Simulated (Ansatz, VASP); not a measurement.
One calculation of Mn, two programs

INCAR

```
SYSTEM = Mn
ALGO     = Normal         ! electronic algorithm
EDIFF    = 1E-7           ! SCF threshold, eV
ENCUT    = 520            ! plane-wave cutoff, eV
GGA      = PE             ! functional
ISIF     = 2              ! what is computed and relaxed
ISMEAR   = -1             ! smearing method
LASPH    = .True.         ! aspherical terms in the spheres
LCHARG   = .False.        ! write CHGCAR
LREAL    = .False.        ! projectors in reciprocal space
LWAVE    = .False.        ! write WAVECAR
NBANDS   = 34             ! bands
NELM     = 100            ! most SCF steps
PREC     = Accurate       ! precision mode
SIGMA    = 0.1            ! smearing width, eV
```

The input KPOINTS:

```
k-points
0
Gamma
  16 16 5
  0 0 0
```

File POSCAR:

```
Mn
1.0
    2.5176123536      0.0000000000      0.0000000000
   -1.2588061768      2.1803162551      0.0000000000
    0.0000000000      0.0000000000      8.1237319712
Mn
4
Direct
    1.0000000000      1.0000000000      0.0000000000
    1.0000000000      1.0000000000      0.5000000000
    0.3333333333      0.6666666667      0.2500000000
    0.6666666667      0.3333333333      0.7500000000
```

Input for Ansatz:

```yaml
crystal:
  lattice:
    - [2.5176123536, 0.0, 0.0]
    - [-1.2588061768, 2.1803162551, 0.0]
    - [0.0, 0.0, 8.1237319712]
  atoms:
    - { symbol: Mn, position: [1.0, 1.0, 0.0] }
    - { symbol: Mn, position: [1.0, 1.0, 0.5] }
    - { symbol: Mn, position: [0.3333333333, 0.6666666667, 0.25] }
    - { symbol: Mn, position: [0.6666666667, 0.3333333333, 0.75] }
hamiltonian:
  xc: pbe
  pseudopotentials:
    kind: paw
    azcp:
      Mn: "pseudopotentials/Mn.paw.azcp"
basis:
  ecutwfc: 420
  fft_grid_basis: typed
kpoints:
  mp_grid: { grid: [16, 16, 5], shift: [0, 0, 0] }
magnetization:
  spin_polarized: false
scf:
  occupations: { method: fermi_dirac, width: 0.1 }
  lower_state_search: "off"
output:
  stress: true
  write_density: true
  write_potential: true
  elf: true
  volumetric_format: npy
```

Alike in both runs: task single point; functional PBE; k mesh 16 × 16 × 5; occupations fermi-dirac, width 0.1 eV; no spin polarisation.

|  | VASP | Ansatz |
| --- | --- | --- |
| version | VASP 6.6.1 | Ansatz 0.2.0 |
| potentials or method | VASP PAW PBE potentials, release 64 (Mn_pv), cutoff 520 eV | plane waves (420 eV) with PAW, scalar-relativistic |
| valence electrons in the cell | 52 | 60 |

|  | VASP | Ansatz | Ansatz less VASP |
| --- | --- | --- | --- |
| pressure (GPa) | -10.1 | -10.0 | +0.07 |
| traceless stress, the component that is largest in VASP (GPa) | -0.12 | -0.02 | +0.098 |

The functional is the same, so the differences come from potentials, cutoffs and numerics. VASP's potentials hold 52 valence electrons a cell and Ansatz's 60, so a difference there can come from the potentials and not from the codes.
